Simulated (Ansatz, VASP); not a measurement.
**Two plane-wave programs on Pb**

```
Pb
1.0
     0.00000    2.37101    2.46980
     2.37101    0.00000    2.46980
     2.37101    2.37101    0.00000
Pb
1
Direct
  0.00000 0.00000 0.00000
```

Change from the starting cell: strain -0.040 along x and y, +0.000 along z, atoms carried along.

Alike in both runs: task single point; functional PBE; k mesh 16 × 16 × 16; occupations gaussian, width 0.15 eV; no spin polarisation.

|  | VASP | Ansatz |
| --- | --- | --- |
| version | VASP 6.6.1 | Ansatz 0.2.0 |
| potentials or method | VASP PAW PBE potentials, release 64 (Pb_d), cutoff 520 eV | scalar-relativistic, plane waves, PAW |
| valence electrons in the cell | 14 | 14 |

VASP gave:

| Item | Value |
| --- | --- |
| gap on the k mesh at the Fermi level (eV) | none |
| pressure (GPa) | 7.8 |
| traceless stress, the component that is largest in VASP (GPa) | -0.60 |

Task: What did Ansatz give for the same quantities?

Result: gap on the k mesh at the Fermi level (eV): none; pressure (GPa): 7.9; traceless stress, the component that is largest in VASP (GPa): -0.60.

A gap of «none» marks a metal or a gap that the smearing closes.

Neither program's run includes spin-orbit coupling.
